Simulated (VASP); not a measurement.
Runs of VASP 6.6.1 on MnS. The structure is that of space group Fm-3m (No. 225), or close to it. The cells are those of the table. 

```tsv
cell	gap on the mesh (eV)	pressure (GPa)
a = 3.295 Å, angles 60.0°, 2 atoms	none	3.4
a = 3.340 Å, angles 60.0°, 2 atoms	none	-2.7
a = 3.273 Å, angles 60.0°, 2 atoms	none	(b)
a = 3.361 Å, angles 60.0°, 2 atoms	none	-5.5
a = 3.556 Å, angles 60.0°, 2 atoms	none	-19.8
a = 3.318 Å, angles 60.0°, 2 atoms	none	(a)
```

Alike in all rows: task single point; level PBE; potentials or basis VASP PAW PBE potentials, release 64 (Mn_pv, S); no spin polarisation; k mesh 12 × 12 × 12; cutoff (eV) 520; smearing gaussian 0.05 eV.

Problem. Fill in the values left out.

Solution. (a) 0.1; (b) 7.1.

Caveats: the run has no spin polarisation, though such a crystal can be magnetic; semilocal functionals often make such compounds metallic where correlation or magnetic order opens a gap, which also shifts bond lengths.

A gap of «none» marks levels without a gap at the run's occupations.
